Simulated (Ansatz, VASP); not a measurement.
# NiO: VASP beside Ansatz

File INCAR:

```
PREC = Accurate
ENCUT = 700
EDIFF = 1E-6
ISMEAR = 0
SIGMA = 0.05
LREAL = F
LASPH = T
NELM = 200
ALGO = Normal
ISIF = 2
LWAVE = F
LCHARG = F
ISPIN = 2
MAGMOM = 0.5 0
LORBIT = 11
LMAXMIX = 4
LDAU = T
LDAUTYPE = 2
LDAUL = 2 -1
LDAUU = 6.2 0
LDAUJ = 0 0
LDAUPRINT = 1
GGA = PE
NBANDS = 23
GGA_COMPAT = F
```

The input KPOINTS:

```
regular mesh
0
Gamma
  10 10 10
```

File POSCAR:

```
NiO
1.0
    0.0000000000      2.3247345634      2.3247345634
    2.3247345634      0.0000000000      2.3247345634
    2.3247345634      2.3247345634      0.0000000000
Ni O
1 1
Direct
    0.0000000000      0.0000000000      0.0000000000
    0.2500000000      0.2500000000      0.2500000000
```

Input for Ansatz:

```yaml
crystal:
  lattice:
    - [0.0, 2.3247345634, 2.3247345634]
    - [2.3247345634, 0.0, 2.3247345634]
    - [2.3247345634, 2.3247345634, 0.0]
  atoms:
    - { symbol: Ni, position: [0.0, 0.0, 0.0], spin: 0.5 }
    - { symbol: O, position: [0.25, 0.25, 0.25] }
basis:
  ecutwfc: 420
  ecutrho_ratio: 4
kpoints:
  mp_grid: { grid: [10, 10, 10] }
hamiltonian:
  xc: pbe
  hubbard: { sites: [{ species: Ni, l: d, u_eff: 6.2 }] }
scf:
  occupations: { method: gaussian, width: 0.05 }
  lower_state_search: "off"
output:
  forces: true
  stress: true
  eigenvalues: true
  populations: true
  hubbard: { sites: [{ species: Ni, l: d }] }
magnetization:
  spin_polarized: true
checkpoint:
  read: start.run
  write: ck
  compress: false
  write_wavefunctions: false
  write_every: 100000
```

Alike in both runs: task single point; functional PBE; k mesh 10 × 10 × 10; occupations gaussian, width 0.05 eV; collinear spin; Hubbard terms Ni d U = 6.2 eV.

|  | VASP | Ansatz |
| --- | --- | --- |
| version | VASP 6.6.1 | Ansatz 0.2.0 |
| potentials or method | VASP PAW PBE potentials, release 64 (Ni_sv_GW, O), cutoff 700 eV | scalar-relativistic, plane waves, PAW |
| valence electrons in the cell | 24 | 24 |

```csv
,VASP,Ansatz,Ansatz less VASP
pressure (GPa),-11.5,0.0,+11.45
net moment per atom (μB),1.00,1.00,-0.001
size of the moment on the site where the two differ most (μB),0.26,0.11,-0.150
```

Site moments also hang on the region over which each program counts them. The programs project onto different local orbitals, so the same U acts differently, and such runs can settle in different states. Ansatz's warnings: stability check not made.
